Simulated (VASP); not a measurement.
# C (P6_3/mmc) in VASP: further runs

The runs below take C through relaxation of shape and atoms at fixed volume, with PBE+D3(BJ).

Everything below comes from runs of VASP 6.6.1. Logs are shortened: lines on timing, memory, paths and dates and some standing lists are left out, and cuts for length are marked.

## Step 1: The cell of the first run

The structure is hexagonal, space group P6_3/mmc (No. 194). Conventional cell: a = 2.429 Å, b = 2.429 Å, c = 6.107 Å, α = 90.00°, β = 90.00°, γ = 120.00°. C (site symmetry -6m2) has 3 C at 1.40 Å within 1.9 Å. C (site symmetry -6m2) has 3 C at 1.40 Å within 1.9 Å.

## Step 2: Relaxation of shape and atoms at fixed volume, PBE+D3(BJ) (7.80 Å³/atom)

INCAR

```
SYSTEM = C
PREC     = Accurate       ! precision mode
ENCUT    = 600            ! plane-wave cutoff, eV
EDIFF    = 1E-6           ! SCF threshold, eV
ISMEAR   = 0              ! smearing method
SIGMA    = 0.1            ! smearing width, eV
LREAL    = .False.        ! projectors in reciprocal space
LASPH    = .True.         ! aspherical terms in the spheres
NELM     = 80             ! most SCF steps
ALGO     = Normal         ! electronic algorithm
ISIF     = 4              ! what is computed and relaxed
LWAVE    = .False.        ! write WAVECAR
LCHARG   = .False.        ! write CHGCAR
GGA      = PE             ! functional
IVDW     = 12             ! dispersion correction
IBRION   = 2              ! ionic algorithm
NSW      = 50             ! ionic steps
EDIFFG   = -0.01          ! ionic threshold
```

KPOINTS

```
Automatic mesh
0
Gamma
  18 18 6
  0 0 0
```

POSCAR

```
C
1.0
    2.4288655680      0.0000000000      0.0000000000
   -1.2144327840      2.1034592843      0.0000000000
    0.0000000000      0.0000000000      6.1074694350
C
4
Direct
    0.0000000000      0.0000000000      0.0025000000
    0.0000000000      0.0000000000      0.5025000000
    0.3333333333      0.6666666667      0.0025000000
    0.6666666667      0.3333333333      0.5025000000
```

Potentials or basis: VASP PAW PBE potentials, release 64 (C).

On the command line:

```sh
$ cat potpaw_PBE.64/C/POTCAR > POTCAR
$ mpirun -np 1 vasp_std > vasp.out
```

OUTCAR:

```text
SYSTEM = C
   PREC = Accurate
   ENCUT = 600
   EDIFF = 1E-6
   ISMEAR = 0
   LREAL = .False.
   LASPH = .True.
   NELM = 80
   ISIF = 4
   GGA = PE
   IVDW = 12
   IBRION = 2
   NSW = 50
   EDIFFG = -0.01
 IVDW          = 12

 ion  position               nearest neighbor table
   1  0.000  0.000  0.002-   3 1.40   3 1.40   3 1.40
   2  0.000  0.000  0.502-   4 1.40   4 1.40   4 1.40
   3  0.333  0.667  0.002-   1 1.40   1 1.40   1 1.40
   4  0.667  0.333  0.502-   2 1.40   2 1.40   2 1.40

  LATTYP: Found a hexagonal cell.
 ALAT       =     2.4288655680
 C/A-ratio  =     2.5145358045

  Lattice vectors:

 A1 = (   2.4288655680,   0.0000000000,   0.0000000000)
 A2 = (  -1.2144327840,   2.1034592843,   0.0000000000)
 A3 = (   0.0000000000,   0.0000000000,   6.1074694350)

Analysis of symmetry for initial positions (statically):
=====================================================================
 Subroutine PRICEL returns:
 Original cell was already a primitive cell.

 Routine SETGRP: Setting up the symmetry group for a
 hexagonal supercell.

 Subroutine GETGRP returns: Found 24 space group operations
 (whereof  6 operations were pure point group operations)
 out of a pool of 24 trial point group operations.

The static configuration has the point symmetry C_3v.
 The point group associated with its full space group is D_6h.

Analysis of symmetry for dynamics (positions and initial velocities):
=====================================================================
 Subroutine PRICEL returns:
 Original cell was already a primitive cell.

 Routine SETGRP: Setting up the symmetry group for a
 hexagonal supercell.

 Subroutine GETGRP returns: Found 24 space group operations
 (whereof  6 operations were pure point group operations)
 out of a pool of 24 trial point group operations.

The dynamic configuration has the point symmetry C_3v.
 The point group associated with its full space group is D_6h.

 Subroutine INISYM returns: Found 24 space group operations
 (whereof  6 operations are pure point group operations),
 and found     1 'primitive' translations

----------------------------------------------------------------------------------------

                                     Primitive cell

  volume of cell :      31.2032

  direct lattice vectors                    reciprocal lattice vectors
     2.428865568  0.000000000  0.000000000     0.411714841  0.237703674  0.000000000
    -1.214432784  2.103459284  0.000000000     0.000000000  0.475407348  0.000000000
     0.000000000  0.000000000  6.107469435     0.000000000  0.000000000  0.163733934

  length of vectors
     2.428865568  2.428865568  6.107469435     0.475407348  0.475407348  0.163733934

  position of ions in fractional coordinates (direct lattice)
     0.000000000  0.000000000  0.002500000
     0.000000000  0.000000000  0.502500000
     0.333333333  0.666666667  0.002500000
     0.666666667  0.333333333  0.502500000

  ion indices of the primitive-cell ions
   primitive index   ion index
                 1           1
                 2           2
                 3           3
                 4           4

----------------------------------------------------------------------------------------

 KPOINTS: Automatic mesh

Automatic generation of k-mesh.
 Grid dimensions read from file:
 generate k-points for:   18   18    6

 Generating k-lattice:

  Cartesian coordinates                     Fractional coordinates (reciprocal lattice)
     0.022873047  0.013205760  0.000000000     0.055555556  0.000000000  0.000000000
     0.000000000  0.026411519  0.000000000     0.000000000  0.055555556  0.000000000
     0.000000000  0.000000000  0.027288989     0.000000000  0.000000000  0.166666667

  Length of vectors
     0.026411519  0.026411519  0.027288989

  Shift w.r.t. Gamma in fractional coordinates (k-lattice)
     0.000000000  0.000000000  0.000000000

 Subroutine IBZKPT returns following result:
 ===========================================

 Found    148 irreducible k-points:

 Following reciprocal coordinates:
            Coordinates               Weight
  0.000000  0.000000  0.000000      1.000000
  0.055556  0.000000  0.000000      6.000000
  0.111111  0.000000  0.000000      6.000000
  0.166667  0.000000  0.000000      6.000000
  0.222222  0.000000  0.000000      6.000000
  0.277778  0.000000  0.000000      6.000000
[... 16 lines left out ...]
  0.333333  0.111111  0.000000     12.000000
  0.388889  0.111111  0.000000     12.000000
 [... further k-points ...]
   k-points           NKPTS =    148   k-points in BZ     NKDIM =    148   number of bands    NBANDS=     12
   number of dos      NEDOS =    301   number of ions     NIONS =      4
   total plane-waves  NPLWV =  20000
   dimension x,y,z NGX =    20 NGY =   20 NGZ =   50
   dimension x,y,z NGXF=    40 NGYF=   40 NGZF=  100
   ions per type =               4
   NGX,Y,Z   is equivalent  to a cutoff of  13.69, 13.69, 13.61 a.u.
   NGXF,Y,Z  is equivalent  to a cutoff of  27.38, 27.38, 27.22 a.u.
 SYSTEM =  C
   PREC   = accura    normal or accurate (medium, high low for compatibility)
   ISTART =      0    job   : 0-new  1-cont  2-samecut
   ICHARG =      2    charge: 1-file 2-atom 10-const
   ISPIN  =      1    spin polarized calculation?
   LNONCOLLINEAR =      F non collinear calculations
   LSORBIT =      F    spin-orbit coupling
   LASPH  =      T    aspherical Exc in radial PAW
   ENCUT  =  600.0 eV  44.10 Ry    6.64 a.u.   4.85  4.85 12.20*2*pi/ulx,y,z
   NELM   =     80;   NELMIN=  2; NELMDL= -5     # of ELM steps
   EDIFF  = 0.1E-05   stopping-criterion for ELM
   LREAL  =      F    real-space projection
   EDIFFG = -.1E-01   stopping-criterion for IOM
   NSW    =     50    number of steps for IOM
   IBRION =      2    ionic relax: 0-MD 1-quasi-New 2-CG
   NFREE  =      1    steps in history (QN), initial steepest desc. (CG)
   ISIF   =      4    stress and relaxation
   ISYM   =      2    0-nonsym 1-usesym 2-fastsym
   POTIM  = 0.5000    time-step for ionic-motion
   TEBEG  =    0.0;   TEEND  =   0.0 temperature during run
   PSTRESS=    0.0 pullay stress
   NELECT =      16.0000    total number of electrons
   NUPDOWN=      -1.0000    fix difference up-down
   EMIN   =  10.00;   EMAX   =-10.00  energy-range for DOS
   EFERMI =   0.00;   METHOD = LEGACY
   ISMEAR =     0;   SIGMA  =   0.10  broadening in eV -4-tet -1-fermi 0-gaus
   EFERMI_NEDOS =   21; number of points for ismear=-14 and -15
   IALGO  =     38    algorithm
   IMIX   =      4    mixing-type and parameters
     AMIX     =   0.40;   BMIX     =  1.00
     AMIX_MAG =   1.60;   BMIX_MAG =  1.00
  volume/ion in A,a.u.               =       7.80        52.64
  Fermi-wavevector in a.u.,A,eV,Ry     =   1.310334  2.476171 23.360850  1.716974
  Thomas-Fermi vector in A             =   2.440871
   LORBIT       =      0    0 simple, 1 ext, 2 COOP (PROOUT), +10 PAW based schemes
   GGA     = PE    functional components
   LHFCALC =     F    Hartree Fock is set to
   AEXX    =    0.0000 exact exchange contribution
   IVDW    =    12    specifies the selected vdW correction
   LEPSILON=     F    determine dielectric tensor
   LRPA    =     F    only Hartree local field effects (RPA)
 conjugate gradient relaxation of ions
 non-spin polarized calculation
 Gauss-broadening in eV      SIGMA  =   0.10
  energy-cutoff  :      600.00
  volume of cell :       31.20
 maximum number of plane-waves:      1060
 NGX is ok and might be reduce to    20
   NGX =  9   NGY =  9   NGZ = 25

--------------------------------------- Ionic step        1  -------------------------------------------

 number of electron      16.0000001 magnetization

 Free energy of the ion-electron system (eV)
  ---------------------------------------------------
  ext. energy  EPLUGINS =         0.00000000
  ---------------------------------------------------
  free energy    TOTEN  =       -36.66517707 eV

  energy without entropy =      -36.66443056  energy(sigma->0) =      -36.66480382

------------------------ aborting loop because EDIFF is reached ----------------------------------------

 Edisp (eV)   -0.69413

 E8    (eV) :    -0.1990

  FORCE on cell =-STRESS in cart. coord.  units (eV):
  Direction    XX          YY          ZZ          XY          YZ          ZX
  --------------------------------------------------------------------------------------
  -------------------------------------------------------------------------------------
  Total       4.47207     4.47207     1.10784     0.00000    -0.00000     0.00000
  in kB     229.62553   229.62553    56.88377     0.00000    -0.00000     0.00000
  external pressure =      172.04 kB  Pullay stress =        0.00 kB
[... 65 lines left out ...]
  energy  without entropy=      -37.3854231036  energy(sigma->0) =      -37.38577171

--------------------------------------- Ionic step        3  -------------------------------------------

 number of electron      16.0000001 magnetization

 Free energy of the ion-electron system (eV)
  ---------------------------------------------------
  ext. energy  EPLUGINS =         0.00000000
  ---------------------------------------------------
  free energy    TOTEN  =       -36.67996978 eV

  energy without entropy =      -36.67925591  energy(sigma->0) =      -36.67961285

 E-fermi :   5.7931     XC(G=0): -11.1393

 val. band max:        5.7636842674   @ k =   0.3333   0.3333   0.1667
 cond. band min:       5.7988099497   @ k =   0.3333   0.3333   0.5000
 fundamental gap:      0.0351256823
 Fermi energy:         5.7930526706

 k-point     1 :       0.0000    0.0000    0.0000
  band No.  band energies     occupation
      1     -14.1209      2.00000
      2     -13.4425      2.00000
      3      -3.3561      2.00000
      4      -0.0039      2.00000
      5       2.8277      2.00000
      6       2.8277      2.00000
      7       2.8823      2.00000
      8       2.8823      2.00000
      9      11.2919      0.00000
     10      14.2346      0.00000
     11      14.2346      0.00000
     12      14.3643      0.00000
[... 331 lines left out ...]
 k-point    24 :       0.3889    0.1111    0.0000
  band No.  band energies     occupation
      1      -9.2882      2.00000
      2      -8.8001      2.00000
      3      -6.5993      2.00000
      4      -6.2115      2.00000
      5      -1.5089      2.00000
      6      -1.3076      2.00000
      7       2.2400      2.00000
      8       4.1598      2.00000
      9       7.6012      0.00000
     10       8.8583      0.00000
     11      14.2414      0.00000
     12      15.1207      0.00000

 [... further k-points ...]

------------------------ aborting loop because EDIFF is reached ----------------------------------------

 Edisp (eV)   -0.71161

 E8    (eV) :    -0.2044

  FORCE on cell =-STRESS in cart. coord.  units (eV):
  Direction    XX          YY          ZZ          XY          YZ          ZX
  --------------------------------------------------------------------------------------
  -------------------------------------------------------------------------------------
  Total       1.48259     1.48259     1.47520    -0.00000    -0.00000     0.00000
  in kB      76.12582    76.12582    75.74652    -0.00000    -0.00000     0.00000
  external pressure =       76.00 kB  Pullay stress =        0.00 kB
[... 19 lines left out ...]
  FREE ENERGIE OF THE ION-ELECTRON SYSTEM (eV)
  ---------------------------------------------------
  free  energy   TOTEN  =       -37.3915770823 eV

  energy  without entropy=      -37.3908632184  energy(sigma->0) =      -37.39122015

 reached required accuracy - stopping structural energy minimisation
```

Run time: 2.5 min. Hardware: 1 thread of Intel Xeon 8259CL, shared host; peak memory 0.2 GiB.

What came out:

```
Free energy                : -37.3916 eV
Energy gained by relaxing  : 8.1 meV/atom
Ionic steps                : 3
Pressure after relaxing    : 7.6 GPa
Band gap on the k mesh     : zero (bands 8 and 9 overlap by 0.08 eV)
Dispersion energy per atom : -0.178 eV
```

Step by step:
| step | energy change (eV) | largest force (eV/Å) | pressure (GPa) | volume (Å³) |
| --- | --- | --- | --- | --- |
| 1 | 0.0000 | 0.0000 | 17.20 | 31.20 |
| 2 | -0.0268 | 0.0000 | 3.83 | 31.20 |
| 3 | -0.0323 | 0.0000 | 7.60 | 31.20 |

Final structure:
```
CELL_PARAMETERS angstrom
2.45239 0.00000 0.00000
-1.22620 2.12383 0.00000
0.00000 0.00000 5.99085
ATOMIC_POSITIONS crystal
C 0.00000 0.00000 0.00250
C 0.00000 0.00000 0.50250
C 0.33333 0.66667 0.00250
C 0.66667 0.33333 0.50250
```

Levels at points of the mesh, in eV from the Fermi level:
| k point | band 4 | band 5 | band 6 | band 7 | band 8 | band 9 | band 10 | band 11 | band 12 |
| --- | --- | --- | --- | --- | --- | --- | --- | --- | --- |
| (0.00, 0.00, 0.00) | -5.80 | -2.97 | -2.97 | -2.91 | -2.91 | 5.50 | 8.44 | 8.44 | 8.57 |
| (0.50, 0.00, 0.00) | -13.13 | -6.45 | -6.29 | -3.15 | -2.00 | 1.72 | 2.64 | 7.18 | 8.04 |
| (0.00, 0.00, 0.50) | -7.67 | -2.94 | -2.94 | -2.94 | -2.94 | 8.50 | 8.50 | 8.50 | 8.50 |
| (0.50, 0.00, 0.50) | -13.27 | -6.37 | -6.37 | -2.35 | -2.35 | 1.68 | 1.68 | 7.59 | 7.59 |

## Step 3: Relaxation of shape and atoms at fixed volume, PBE+D3(BJ) (8.07 Å³/atom)

This run uses another cell than the first one, of 8.07 Å³/atom.

INCAR

```
PREC = Accurate ; ENCUT = 600
EDIFF = 1E-6 ; ISMEAR = 0
SIGMA = 0.1 ; LREAL = F
LASPH = T ; NELM = 80
ALGO = Normal ; ISIF = 4
LWAVE = F ; LCHARG = F
GGA = PE ; IVDW = 12
IBRION = 2 ; NSW = 50
EDIFFG = -0.01
```

KPOINTS

```
regular mesh
0
Gamma
  18 18 6
```

POSCAR

```
C
1.0
    2.4334186711      0.0000000000      0.0000000000
   -1.2167093355      2.1074023872      0.0000000000
    0.0000000000      0.0000000000      6.2920665442
C
4
Direct
    0.0000000000      0.0000000000      0.0025000000
    0.0000000000      0.0000000000      0.5025000000
    0.3333333333      0.6666666667      0.0025000000
    0.6666666667      0.3333333333      0.5025000000
```

Potentials or basis: VASP PAW PBE potentials, release 64 (C).

On the command line:

```sh
$ cat potpaw_PBE.64/C/POTCAR > POTCAR
$ mpirun -np 1 vasp_std > vasp.out
```

OUTCAR:

```text
PREC = Accurate
   ENCUT = 600
   EDIFF = 1E-6
   ISMEAR = 0
   LREAL = F
   LASPH = T
   NELM = 80
   ISIF = 4
   GGA = PE
   IVDW = 12
   IBRION = 2
   NSW = 50
   EDIFFG = -0.01
 IVDW          = 12

 ion  position               nearest neighbor table
   1  0.000  0.000  0.002-   3 1.40   3 1.40   3 1.40
   2  0.000  0.000  0.502-   4 1.40   4 1.40   4 1.40
   3  0.333  0.667  0.002-   1 1.40   1 1.40   1 1.40
   4  0.667  0.333  0.502-   2 1.40   2 1.40   2 1.40

  LATTYP: Found a hexagonal cell.
 ALAT       =     2.4334186711
 C/A-ratio  =     2.5856900906

  Lattice vectors:

 A1 = (   2.4334186711,   0.0000000000,   0.0000000000)
 A2 = (  -1.2167093355,   2.1074023872,   0.0000000000)
 A3 = (   0.0000000000,   0.0000000000,   6.2920665442)

Analysis of symmetry for initial positions (statically):
[... 271 lines left out ...]
  free energy    TOTEN  =       -36.74547626 eV

  energy without entropy =      -36.74472051  energy(sigma->0) =      -36.74509838

 E-fermi :   5.4783     XC(G=0): -10.9219

 val. band max:        5.4571121681   @ k =   0.3333   0.3333   0.1667
 cond. band min:       5.4797738991   @ k =   0.3333   0.3333   0.5000
 fundamental gap:      0.0226617310
 Fermi energy:         5.4783122305

 k-point     1 :       0.0000    0.0000    0.0000
  band No.  band energies     occupation
      1     -14.3419      2.00000
      2     -13.7881      2.00000
      3      -3.4769      2.00000
      4      -0.5406      2.00000
      5       2.4984      2.00000
      6       2.4984      2.00000
      7       2.5400      2.00000
      8       2.5400      2.00000
      9      10.6033      0.00000
     10      13.8793      0.00000
     11      13.8793      0.00000
     12      13.9826      0.00000
[... 331 lines left out ...]
 k-point    24 :       0.3889    0.1111    0.0000
  band No.  band energies     occupation
      1      -9.5425      2.00000
      2      -9.1484      2.00000
      3      -6.8656      2.00000
      4      -6.5541      2.00000
      5      -1.8017      2.00000
      6      -1.6434      2.00000
      7       2.0640      2.00000
      8       3.7585      2.00000
      9       7.2765      0.00000
     10       8.4091      0.00000
     11      13.9252      0.00000
     12      14.6595      0.00000

 [... further k-points ...]

------------------------ aborting loop because EDIFF is reached ----------------------------------------

 Edisp (eV)   -0.68923

 E8    (eV) :    -0.1974
[... 27 lines left out ...]
  FREE ENERGIE OF THE ION-ELECTRON SYSTEM (eV)
  ---------------------------------------------------
  free  energy   TOTEN  =       -37.4347095954 eV

  energy  without entropy=      -37.4339538469  energy(sigma->0) =      -37.43433172

 reached required accuracy - stopping structural energy minimisation
```

OSZICAR:

```text
N       E                     dE             d eps       ncg     rms          rms(c)
DAV:   1     0.500950239880E+02    0.50095E+02   -0.91014E+03  3552   0.141E+03
[... 20 lines left out ...]
       N       E                     dE             d eps       ncg     rms          rms(c)
DAV:   1    -0.367544415093E+02   -0.18266E-01   -0.40698E-01  3560   0.548E+00    0.384E-01
DAV:   2    -0.367483156025E+02    0.61259E-02   -0.82556E-03  4416   0.712E-01    0.224E-01
DAV:   3    -0.367455004159E+02    0.28152E-02   -0.85344E-03  4244   0.648E-01    0.564E-02
DAV:   4    -0.367454851062E+02    0.15310E-04   -0.31635E-04  4192   0.132E-01    0.210E-02
DAV:   5    -0.367454758026E+02    0.93037E-05   -0.27017E-05  4312   0.436E-02    0.338E-03
DAV:   6    -0.367454762572E+02   -0.45467E-06   -0.10001E-06  3620   0.770E-03
   3 F= -.37434710E+02 E0= -.37434332E+02  d E =-.312885E-01
```

Wall time 2.4 min (1 thread of Intel Xeon 8259CL, shared host); peak memory 0.2 GiB.

Results:

| Property | Result |
| --- | --- |
| Free energy | -37.4347 eV |
| Energy gained by relaxing | 7.8 meV/atom |
| Ionic steps | 3 |
| Pressure after relaxing | 4.6 GPa |
| Band gap on the k mesh | zero (bands 8 and 9 overlap by 0.06 eV) |
| Dispersion energy per atom | -0.172 eV |

Step by step:
| step | energy change (eV) | largest force (eV/Å) | pressure (GPa) | volume (Å³) |
| --- | --- | --- | --- | --- |
| 1 | 0.0000 | 0.0000 | 13.95 | 32.27 |
| 2 | -0.0271 | 0.0000 | 1.40 | 32.27 |
| 3 | -0.0313 | 0.0000 | 4.63 | 32.27 |

Final structure:
```yaml
crystal:
  lattice:
    - [2.45703, 0.00000, 0.00000]
    - [-1.22852, 2.12785, 0.00000]
    - [0.00000, 0.00000, 6.17170]
  atoms:
    - { symbol: C, position: [0.00000, 0.00000, 0.00250] }
    - { symbol: C, position: [0.00000, 0.00000, 0.50250] }
    - { symbol: C, position: [0.33333, 0.66667, 0.00250] }
    - { symbol: C, position: [0.66667, 0.33333, 0.50250] }
```
